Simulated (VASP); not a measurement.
# Pb (Fm-3m) in VASP: notebook

Runs on Pb. Level: PBEsol. Tasks: single point, relaxation of volume and atoms at fixed shape.

Program: VASP 6.6.1. These are calculated values, not measurements. Logs are shortened: lines on timing, memory, paths and dates and some standing lists are left out, and cuts for length are marked.

## (1) The cell of the first run

It takes space group Fm-3m (No. 225, cubic). The conventional cell has a = 4.958 Å, b = 4.958 Å, c = 4.958 Å, α = 90.00°, β = 90.00°, γ = 90.00°. Within 4.6 Å of Pb (site symmetry m-3m) lie 12 Pb at 3.51 Å.

## (2) Single point, PBEsol

Contents of INCAR:

```
ALGO = Normal
EDIFF = 1E-6
ENCUT = 520
GGA = PS
ISIF = 2
ISMEAR = 1
LASPH = True
LCHARG = False
LREAL = False
LWAVE = False
NBANDS = 36
NELM = 60
PREC = Accurate
SIGMA = 0.05
```

Contents of KPOINTS:

```
k-points
0
Gamma
  5 5 5
```

Contents of POSCAR:

```
Pb
1.0
    4.9583763389      0.0000000000      0.0000000000
    0.0000000000      4.9583763389      0.0000000000
    0.0000000000      0.0000000000      4.9583763389
Pb
4
Direct
    0.0000000000      0.0000000000      0.0000000000
    0.0000000000      0.5000000000      0.5000000000
    0.5000000000      0.0000000000      0.5000000000
    0.5000000000      0.5000000000      0.0000000000
```

Potentials or basis: VASP PAW PBE potentials, release 64 (Pb_d).

The run is started by

```sh
$ cat potpaw_PBE.64/Pb_d/POTCAR > POTCAR
$ mpirun -np 1 vasp_std > vasp.out
```

OUTCAR:

```text
EDIFF = 1E-6
   ENCUT = 520
   GGA = PS
   ISIF = 2
   ISMEAR = 1
   LASPH = True
   LREAL = False
   NELM = 60
   PREC = Accurate

 ion  position               nearest neighbor table
   1  0.000  0.000  0.000-   2 3.51   3 3.51   4 3.51   2 3.51   3 3.51   2 3.51   4 3.51   2 3.51
                             3 3.51   4 3.51   3 3.51   4 3.51
   2  0.000  0.500  0.500-   1 3.51   3 3.51   4 3.51   1 3.51   4 3.51   1 3.51   3 3.51   1 3.51
                             3 3.51   4 3.51   4 3.51   3 3.51
   3  0.500  0.000  0.500-   1 3.51   2 3.51   4 3.51   1 3.51   4 3.51   2 3.51   4 3.51   4 3.51
                             1 3.51   2 3.51   1 3.51   2 3.51
   4  0.500  0.500  0.000-   1 3.51   2 3.51   3 3.51   2 3.51   3 3.51   1 3.51   3 3.51   3 3.51
                             1 3.51   2 3.51   2 3.51   1 3.51

  LATTYP: Found a simple cubic cell.
 ALAT       =     4.9583763389

  Lattice vectors:

 A1 = (   4.9583763389,   0.0000000000,   0.0000000000)
 A2 = (   0.0000000000,   4.9583763389,   0.0000000000)
 A3 = (   0.0000000000,   0.0000000000,   4.9583763389)

Analysis of symmetry for initial positions (statically):
=====================================================================
 Subroutine PRICEL returns following result:

  LATTYP: Found a face centered cubic cell.
 ALAT       =     4.9583763389

  Lattice vectors:

 A1 = (   2.4791881694,  -2.4791881694,   0.0000000000)
 A2 = (   2.4791881694,   0.0000000000,   2.4791881694)
 A3 = (   0.0000000000,  -2.4791881694,   2.4791881694)

   4 primitive cells build up your supercell.

 Routine SETGRP: Setting up the symmetry group for a
 simple cubic supercell.

 Subroutine GETGRP returns: Found 48 space group operations
 (whereof 48 operations were pure point group operations)
 out of a pool of 48 trial point group operations.

The static configuration has the point symmetry O_h .

Analysis of symmetry for dynamics (positions and initial velocities):
=====================================================================
 Subroutine PRICEL returns following result:

  LATTYP: Found a face centered cubic cell.
 ALAT       =     4.9583763389

  Lattice vectors:

 A1 = (   2.4791881694,  -2.4791881694,   0.0000000000)
 A2 = (   2.4791881694,   0.0000000000,   2.4791881694)
 A3 = (   0.0000000000,  -2.4791881694,   2.4791881694)

   4 primitive cells build up your supercell.

 Routine SETGRP: Setting up the symmetry group for a
 simple cubic supercell.

 Subroutine GETGRP returns: Found 48 space group operations
 (whereof 48 operations were pure point group operations)
 out of a pool of 48 trial point group operations.

The dynamic configuration has the point symmetry O_h .

 Subroutine INISYM returns: Found 48 space group operations
 (whereof 48 operations are pure point group operations),
 and found     4 'primitive' translations

----------------------------------------------------------------------------------------

                                     Primitive cell

  volume of cell :      30.4760

  direct lattice vectors                    reciprocal lattice vectors
     2.479188169 -2.479188169  0.000000000     0.201678923 -0.201678923 -0.201678923
     2.479188169  0.000000000  2.479188169     0.201678923  0.201678923  0.201678923
     0.000000000 -2.479188169  2.479188169    -0.201678923 -0.201678923  0.201678923

  length of vectors
     3.506101533  3.506101533  3.506101533     0.349318142  0.349318142  0.349318142

  position of ions in fractional coordinates (direct lattice)
     0.000000000  0.000000000  0.000000000

  ion indices of the primitive-cell ions
   primitive index   ion index
                 1           1

----------------------------------------------------------------------------------------

 KPOINTS: k-points

Automatic generation of k-mesh.
 Grid dimensions read from file:
 generate k-points for:    5    5    5

 Generating k-lattice:

  Cartesian coordinates                     Fractional coordinates (reciprocal lattice)
     0.040335785  0.000000000  0.000000000     0.200000000  0.000000000  0.000000000
     0.000000000  0.040335785  0.000000000     0.000000000  0.200000000  0.000000000
     0.000000000  0.000000000  0.040335785     0.000000000  0.000000000  0.200000000

  Length of vectors
     0.040335785  0.040335785  0.040335785

  Shift w.r.t. Gamma in fractional coordinates (k-lattice)
     0.000000000  0.000000000  0.000000000

 Subroutine IBZKPT returns following result:
 ===========================================

 Found     10 irreducible k-points:

 Following reciprocal coordinates:
            Coordinates               Weight
  0.000000  0.000000  0.000000      1.000000
  0.200000  0.000000  0.000000      6.000000
  0.400000  0.000000  0.000000      6.000000
  0.200000  0.200000  0.000000     12.000000
  0.400000  0.200000  0.000000     24.000000
  0.400000  0.400000  0.000000     12.000000
  0.200000  0.200000  0.200000      8.000000
  0.400000  0.200000  0.200000     24.000000
  0.400000  0.400000  0.200000     24.000000
  0.400000  0.400000  0.400000      8.000000
   k-points           NKPTS =     10   k-points in BZ     NKDIM =     10   number of bands    NBANDS=     36
   number of dos      NEDOS =    301   number of ions     NIONS =      4
   total plane-waves  NPLWV =  64000
   dimension x,y,z NGX =    40 NGY =   40 NGZ =   40
   dimension x,y,z NGXF=    80 NGYF=   80 NGZF=   80
   ions per type =               4
   NGX,Y,Z   is equivalent  to a cutoff of  13.41, 13.41, 13.41 a.u.
   NGXF,Y,Z  is equivalent  to a cutoff of  26.82, 26.82, 26.82 a.u.
 SYSTEM =  unknown system
   PREC   = accura    normal or accurate (medium, high low for compatibility)
   ISTART =      0    job   : 0-new  1-cont  2-samecut
   ICHARG =      2    charge: 1-file 2-atom 10-const
   ISPIN  =      1    spin polarized calculation?
   LNONCOLLINEAR =      F non collinear calculations
   LSORBIT =      F    spin-orbit coupling
   LASPH  =      T    aspherical Exc in radial PAW
   ENCUT  =  520.0 eV  38.22 Ry    6.18 a.u.   9.22  9.22  9.22*2*pi/ulx,y,z
   NELM   =     60;   NELMIN=  2; NELMDL= -5     # of ELM steps
   EDIFF  = 0.1E-05   stopping-criterion for ELM
   LREAL  =      F    real-space projection
   EDIFFG = 0.1E-04   stopping-criterion for IOM
   NSW    =      0    number of steps for IOM
   IBRION =     -1    ionic relax: 0-MD 1-quasi-New 2-CG
   NFREE  =      0    steps in history (QN), initial steepest desc. (CG)
   ISIF   =      2    stress and relaxation
   ISYM   =      2    0-nonsym 1-usesym 2-fastsym
   POTIM  = 0.5000    time-step for ionic-motion
   TEBEG  =    0.0;   TEEND  =   0.0 temperature during run
   PSTRESS=    0.0 pullay stress
   NELECT =      56.0000    total number of electrons
   NUPDOWN=      -1.0000    fix difference up-down
   EMIN   =  10.00;   EMAX   =-10.00  energy-range for DOS
   EFERMI =   0.00;   METHOD = LEGACY
   ISMEAR =     1;   SIGMA  =   0.05  broadening in eV -4-tet -1-fermi 0-gaus
   EFERMI_NEDOS =   21; number of points for ismear=-14 and -15
   IALGO  =     38    algorithm
   IMIX   =      4    mixing-type and parameters
     AMIX     =   0.40;   BMIX     =  1.00
     AMIX_MAG =   1.60;   BMIX_MAG =  1.00
  volume/ion in A,a.u.               =      30.48       205.66
  Fermi-wavevector in a.u.,A,eV,Ry     =   1.263178  2.387061 21.709723  1.595620
  Thomas-Fermi vector in A             =   2.396549
   LORBIT       =      0    0 simple, 1 ext, 2 COOP (PROOUT), +10 PAW based schemes
   GGA     = PS    functional components
   LHFCALC =     F    Hartree Fock is set to
   AEXX    =    0.0000 exact exchange contribution
   IVDW    =     0    specifies the selected vdW correction
   LEPSILON=     F    determine dielectric tensor
   LRPA    =     F    only Hartree local field effects (RPA)
 non-spin polarized calculation
 Methfessel and Paxton  Order N= 1 SIGMA  =   0.05
  energy-cutoff  :      520.00
  volume of cell :      121.90
 maximum number of plane-waves:      3295
 NGX is ok and might be reduce to    40
   NGX = 19   NGY = 19   NGZ = 19

 number of electron      55.9999992 magnetization

 Free energy of the ion-electron system (eV)
  ---------------------------------------------------
  ext. energy  EPLUGINS =         0.00000000
  ---------------------------------------------------
  free energy    TOTEN  =       -15.91226392 eV

  energy without entropy =      -15.91177222  energy(sigma->0) =      -15.91210002

 E-fermi :   7.3781     XC(G=0): -10.3137

 val. band max:        7.2485429569   @ k =   0.4000   0.4000   0.0000
 cond. band min:       7.4030335093   @ k =   0.4000   0.2000   0.2000
 fundamental gap:      0.1544905524
 Fermi energy:         7.3780898642

 k-point     1 :       0.0000    0.0000    0.0000
  band No.  band energies     occupation
      1     -10.0870      2.00000
      2     -10.0870      2.00000
      3     -10.0870      2.00000
      4      -9.9980      2.00000
      5      -9.9980      2.00000
      6      -9.9980      2.00000
[... 28 lines left out ...]
     35      12.3939      0.00000
     36      12.3939      0.00000

 k-point     2 :       0.2000    0.0000    0.0000
  band No.  band energies     occupation
      1     -10.0716      2.00000
      2     -10.0462      2.00000
      3     -10.0462      2.00000
      4      -9.9744      2.00000
      5      -9.9733      2.00000
      6      -9.9733      2.00000
[... 28 lines left out ...]
     35      12.9814      0.00000
     36      13.4338      0.00000

 k-point     3 :       0.4000    0.0000    0.0000
  band No.  band energies     occupation
      1     -10.0311      2.00000
      2      -9.9808      2.00000
      3      -9.9355      2.00000
      4      -9.9355      2.00000
      5      -9.9225      2.00000
      6      -9.9225      2.00000
[... 28 lines left out ...]
     35      11.7588      0.00000
     36      11.7588      0.00000
[... 196 lines left out ...]
 k-point     9 :       0.4000    0.4000    0.2000
  band No.  band energies     occupation
      1      -9.9504      2.00000
      2      -9.9333      2.00000
      3      -9.9333      2.00000
      4      -9.9296      2.00000
      5      -9.9065      2.00000
      6      -9.9065      2.00000
[... 28 lines left out ...]
     35      11.5184      0.00000
     36      13.2928      0.00000

 k-point    10 :       0.4000    0.4000    0.4000
  band No.  band energies     occupation
      1      -9.9485      2.00000
      2      -9.9443      2.00000
      3      -9.9443      2.00000
      4      -9.9443      2.00000
      5      -9.9101      2.00000
      6      -9.9101      2.00000
[... 28 lines left out ...]
     35      12.7363      0.00000
     36      12.7363      0.00000

------------------------ aborting loop because EDIFF is reached ----------------------------------------

  FORCE on cell =-STRESS in cart. coord.  units (eV):
  Direction    XX          YY          ZZ          XY          YZ          ZX
  --------------------------------------------------------------------------------------
  -------------------------------------------------------------------------------------
  Total       -0.0727885     -0.0727885     -0.0727885     -0.0000000     -0.0000000     -0.0000000
  in kB       -0.9566543     -0.9566543     -0.9566543     -0.0000000     -0.0000000     -0.0000000
  external PRESSURE =      -0.9566543 kB  Pullay stress =       0.0000000 kB

 VOLUME and BASIS-vectors are now :
 -----------------------------------------------------------------------------
  energy-cutoff  :      520.00
  volume of cell :      121.90
      direct lattice vectors                 reciprocal lattice vectors
     4.958376339  0.000000000  0.000000000     0.201678923  0.000000000  0.000000000
     0.000000000  4.958376339  0.000000000     0.000000000  0.201678923  0.000000000
     0.000000000  0.000000000  4.958376339     0.000000000  0.000000000  0.201678923

 POSITION                                       TOTAL-FORCE (eV/Angst)
 -----------------------------------------------------------------------------------
      0.00000      0.00000      0.00000        -0.000000      0.000000      0.000000
      0.00000      2.47919      2.47919        -0.000000     -0.000000     -0.000000
      2.47919      0.00000      2.47919         0.000000     -0.000000     -0.000000
      2.47919      2.47919      0.00000        -0.000000      0.000000      0.000000
 -----------------------------------------------------------------------------------
    total drift:                               -0.000000     -0.000000     -0.000000

  FREE ENERGIE OF THE ION-ELECTRON SYSTEM (eV)
  ---------------------------------------------------
  free  energy   TOTEN  =       -15.9122639207 eV

  energy  without entropy=      -15.9117722219  energy(sigma->0) =      -15.91210002
```

It took 41 s on 1 thread of Intel Xeon Platinum 8375C at 2.90GHz (Ice Lake), shared host; peak memory 0.24 GiB.

Results:

```yaml
Free_energy: -15.9123 eV
Pressure: -0.1 GPa
Band_gap_on_the_k_mesh: zero (band 28 reaches 9.08 eV, above the bottom of band 29 at 7.16 eV)
```

Levels at points of the mesh, in eV from the Fermi level:
| k point | band 24 | band 25 | band 26 | band 27 | band 28 | band 29 | band 30 | band 31 | band 32 | band 33 |
| --- | --- | --- | --- | --- | --- | --- | --- | --- | --- | --- |
| (0.00, 0.00, 0.00) | -7.06 | -3.60 | -3.60 | -3.60 | 1.70 | 1.70 | 1.70 | 1.70 | 1.70 | 1.70 |

Caveat: the PAW data sets were made with another functional, which shifts forces and pressure a little; spin-orbit coupling is left out, which moves the levels of the heavy elements.

## (3) Relaxation of volume and atoms at fixed shape, PBEsol

This run uses another cell than the first one, of 30.32 Å³/atom, 0.995 times its volume.

Contents of INCAR:

```
ALGO = Normal
EDIFF = 1E-6
EDIFFG = -0.03
ENCUT = 600
GGA = PS
IBRION = 2
ISIF = 8
ISMEAR = 1
LASPH = T
LCHARG = F
LREAL = F
LWAVE = F
NELM = 80
NSW = 80
PREC = Accurate
SIGMA = 0.05
```

KPOINTS is that of step 2.

Contents of POSCAR:

```
Pb
1.0
    4.9500000000      0.0000000000      0.0000000000
    0.0000000000      4.9500000000      0.0000000000
    0.0000000000      0.0000000000      4.9500000000
Pb
4
Direct
    0.0000000000      0.0000000000      0.0000000000
    0.0000000000      0.5000000000      0.5000000000
    0.5000000000      0.0000000000      0.5000000000
    0.5000000000      0.5000000000      0.0000000000
```

Potentials or basis: VASP PAW PBE potentials, release 64 (Pb_d).

The run is started by

```sh
$ cat potpaw_PBE.64/Pb_d/POTCAR > POTCAR
$ mpirun -np 1 vasp_std > vasp.out
```

OUTCAR:

```text
EDIFF = 1E-6
   EDIFFG = -0.03
   ENCUT = 600
   GGA = PS
   IBRION = 2
   ISIF = 8
   ISMEAR = 1
   LASPH = T
   LREAL = F
   NELM = 80
   NSW = 80
   PREC = Accurate

 ion  position               nearest neighbor table
   1  0.000  0.000  0.000-   2 3.50   3 3.50   4 3.50   2 3.50   3 3.50   2 3.50   4 3.50   2 3.50
                             3 3.50   4 3.50   3 3.50   4 3.50
   2  0.000  0.500  0.500-   1 3.50   3 3.50   4 3.50   1 3.50   4 3.50   1 3.50   3 3.50   1 3.50
                             3 3.50   4 3.50   4 3.50   3 3.50
   3  0.500  0.000  0.500-   1 3.50   2 3.50   4 3.50   1 3.50   4 3.50   2 3.50   4 3.50   4 3.50
                             1 3.50   2 3.50   1 3.50   2 3.50
   4  0.500  0.500  0.000-   1 3.50   2 3.50   3 3.50   2 3.50   3 3.50   1 3.50   3 3.50   3 3.50
                             1 3.50   2 3.50   2 3.50   1 3.50

  LATTYP: Found a simple cubic cell.
 ALAT       =     4.9500000000

  Lattice vectors:

 A1 = (   4.9500000000,   0.0000000000,   0.0000000000)
 A2 = (   0.0000000000,   4.9500000000,   0.0000000000)
 A3 = (   0.0000000000,   0.0000000000,   4.9500000000)

Analysis of symmetry for initial positions (statically):
=====================================================================
 Subroutine PRICEL returns following result:
[... 228 lines left out ...]
 fundamental gap:      0.1546267685
 Fermi energy:         7.3736600681

 k-point     1 :       0.0000    0.0000    0.0000
  band No.  band energies     occupation
      1     -10.0906      2.00000
      2     -10.0906      2.00000
      3     -10.0906      2.00000
      4     -10.0017      2.00000
      5     -10.0017      2.00000
      6     -10.0017      2.00000
[... 349 lines left out ...]
     32      12.0370      0.00000
     33      12.0370      0.00000

------------------------ aborting loop because EDIFF is reached ----------------------------------------

  FORCE on cell =-STRESS in cart. coord.  units (eV):
  Direction    XX          YY          ZZ          XY          YZ          ZX
  --------------------------------------------------------------------------------------
  -------------------------------------------------------------------------------------
  Total       -0.0412487     -0.0412487     -0.0412487     -0.0000000     -0.0000000     -0.0000000
  in kB       -0.5419355     -0.5419355     -0.5419355     -0.0000000     -0.0000000     -0.0000000
  external PRESSURE =      -0.5419355 kB  Pullay stress =       0.0000000 kB

 VOLUME and BASIS-vectors are now :
 -----------------------------------------------------------------------------
  energy-cutoff  :      600.00
  volume of cell :      121.95
      direct lattice vectors                 reciprocal lattice vectors
     4.958964466  0.000000000  0.000000000     0.201655004  0.000000000  0.000000000
     0.000000000  4.958964466  0.000000000     0.000000000  0.201655004  0.000000000
     0.000000000  0.000000000  4.958964466     0.000000000  0.000000000  0.201655004

 POSITION                                       TOTAL-FORCE (eV/Angst)
 -----------------------------------------------------------------------------------
      4.95896      4.95896      4.95896        -0.000000     -0.000000     -0.000000
      0.00000      2.47948      2.47948        -0.000000      0.000000     -0.000000
      2.47948      0.00000      2.47948        -0.000000     -0.000000     -0.000000
      2.47948      2.47948      0.00000         0.000000      0.000000      0.000000
 -----------------------------------------------------------------------------------
    total drift:                               -0.000000      0.000000     -0.000000

  FREE ENERGIE OF THE ION-ELECTRON SYSTEM (eV)
  ---------------------------------------------------
  free  energy   TOTEN  =       -15.9126788852 eV

  energy  without entropy=      -15.9121915453  energy(sigma->0) =      -15.91251644

 reached required accuracy - stopping structural energy minimisation
```

OSZICAR:

```text
N       E                     dE             d eps       ncg     rms          rms(c)
DAV:   1     0.688543347791E+03    0.68854E+03   -0.29798E+04   660   0.227E+03
DAV:   2     0.474372534905E+02   -0.64111E+03   -0.63523E+03   661   0.550E+02
DAV:   3    -0.134484173594E+02   -0.60886E+02   -0.59765E+02   784   0.216E+02
[... 13 lines left out ...]
DAV:   3    -0.159126998365E+02    0.26019E-02   -0.12417E-02   825   0.146E+00    0.234E-02
DAV:   4    -0.159126836330E+02    0.16203E-04   -0.24306E-04   683   0.132E-01    0.111E-02
DAV:   5    -0.159126809446E+02    0.26884E-05   -0.60336E-05   805   0.621E-02    0.959E-03
DAV:   6    -0.159126790099E+02    0.19347E-05   -0.71878E-06   723   0.367E-02    0.511E-04
DAV:   7    -0.159126788852E+02    0.12468E-06   -0.10945E-07   350   0.331E-03
   2 F= -.15912679E+02 E0= -.15912516E+02  d E =-.303034E-03
```

Run time: 52 s. Hardware: 1 thread of Intel Xeon Platinum 8375C at 2.90GHz (Ice Lake), shared host; peak memory 0.25 GiB.

Results:

| Item | Value |
| --- | --- |
| Free energy | -15.9127 eV |
| Relaxed volume | 30.49 Å³/atom |
| Relaxed cell | a = 4.959 Å, b = 4.959 Å, c = 4.959 Å, α = 90.00°, β = 90.00°, γ = 90.00° |
| Space group after relaxing (to 0.05 Å) | Fm-3m (No. 225) |
| Energy gained by relaxing | 0.1 meV/atom |
| Ionic steps | 2 |
| Pressure after relaxing | -0.1 GPa |
| Band gap on the k mesh | zero (band 28 reaches 9.08 eV, above the bottom of band 29 at 7.15 eV) |

The path:
```tsv
step	energy change (eV)	largest force (eV/Å)	pressure (GPa)	volume (Å³)
1	0.0000	0.0000	0.20	121.29
2	-0.0003	0.0000	-0.05	121.95
```

Final structure:
```
Pb
1.0
     4.95896    0.00000    0.00000
     0.00000    4.95896    0.00000
     0.00000    0.00000    4.95896
Pb
4
Direct
  0.00000 0.00000 0.00000
  0.00000 0.50000 0.50000
  0.50000 0.00000 0.50000
  0.50000 0.50000 0.00000
```

Levels at points of the mesh, in eV from the Fermi level:
```
           k point  band 26  band 27  band 28  band 29  band 30  band 31
(0.00, 0.00, 0.00)    -3.59    -3.59     1.70     1.70     1.70     1.70
```

Caveat: the PAW data sets were made with another functional, which shifts forces and pressure a little; spin-orbit coupling is left out, which moves the levels of the heavy elements.
